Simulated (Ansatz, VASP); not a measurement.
## As in VASP and in Ansatz

The input POSCAR:

```
As
1.0
    2.6484890792      0.0000000000      0.0000000000
    0.0000000000      2.6484890792      0.0000000000
    0.0000000000      0.0000000000      2.6484890792
As
1
Direct
    0.5000000000      0.5000000000      0.5000000000
```

INCAR.step1

```
  ALGO = Normal
  EDIFF = 1E-4
  ENCUT = 520
  GGA = PE
  ISMEAR = -1
  LASPH = T
  LCHARG = F
  LREAL = F
  LWAVE = T
  NBANDS = 8
  NELM = 80
  PREC = Accurate
  SIGMA = 0.05
```

The input INCAR.step2:

```
  ALGO = Normal
  EDIFF = 1E-6
  ENCUT = 520
  ISIF = 2
  ISMEAR = -1
  ISTART = 1
  LASPH = T
  LCHARG = F
  LMIXTAU = T
  LREAL = F
  LWAVE = F
  METAGGA = R2SCAN
  NBANDS = 8
  NELM = 80
  PREC = Accurate
  SIGMA = 0.05
```

Contents of KPOINTS:

```
k-points
0
Gamma
  10 10 10
```

File input.yaml:

```yaml
crystal:
  lattice:
    - [2.6484890792, 0.0, 0.0]
    - [0.0, 2.6484890792, 0.0]
    - [0.0, 0.0, 2.6484890792]
  atoms:
    - { symbol: As, position: [0.5, 0.5, 0.5] }
hamiltonian:
  xc: r2scan
  pseudopotentials: { kind: paw }
kpoints:
  mp_grid: { grid: [10, 10, 10] }
scf:
  occupations: { method: fermi_dirac, width: 0.05 }
output:
  forces: true
  stress: true
  eigenvalues: true
  write_density: true
  write_potential: true
  elf: true
  volumetric_format: npy
```

Alike in both runs: task single point; functional r2SCAN; k mesh 10 × 10 × 10; occupations fermi-dirac, width 0.05 eV; no spin polarisation.

|  | VASP | Ansatz |
| --- | --- | --- |
| version | VASP 6.6.1 | Ansatz 0.2.0 |
| potentials or method | VASP PAW PBE potentials, release 64 (As) | Ansatz PAW |
| plane-wave cutoff (eV) | 520 | 500 |
| valence electrons in the cell | 5 | 15 |

```csv
,VASP,Ansatz,Ansatz less VASP
gap on the k mesh at the Fermi level (eV),none,none,-
pressure (GPa),6.3,6.3,-0.03
```

VASP's potentials were made for PBE, not for r2SCAN. A gap of «none» marks a metal or a gap that the smearing closes. VASP's potentials hold 5 valence electrons a cell and Ansatz's 15, so a difference there can come from the potentials and not from the codes.
